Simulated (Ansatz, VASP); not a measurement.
**ScAl3: VASP beside Ansatz**

```
Sc Al
1.0
     3.04849    0.00000    0.00000
    -1.52425    2.64007    0.00000
     0.00000    0.00000    9.20724
Sc Al
1 3
Direct
  0.33333 0.66667 0.00000
  0.33333 0.66667 0.50000
  0.66667 0.33333 0.25988
  0.66667 0.33333 0.74012
```

Alike in both runs: functional PBE; k mesh 18 × 18 × 6; occupations gaussian, width 0.1 eV; no spin polarisation.

Ansatz relaxed the structure, and its values are those at the end. VASP's run is a single point on that final structure, the one shown.

```csv
,VASP,Ansatz
version,VASP 6.6.1,Ansatz 0.2.0
potentials or method,"VASP PAW PBE potentials, release 64 (Sc_sv, Al), cutoff 520 eV","scalar-relativistic, plane waves, PAW"
valence electrons in the cell,20,20
```

VASP gave:

```
gap on the k mesh at the Fermi level (eV) : none
pressure (GPa)                            : 0.0
rms of the force components (eV/Å)        : 0.004
```

Estimate Ansatz's values.

gap on the k mesh at the Fermi level (eV): none; pressure (GPa): 0.0; rms of the force components (eV/Å): 0.000.

A gap of «none» marks a metal or a gap that the smearing closes. The functional is the same, so the differences come from potentials, cutoffs and numerics.
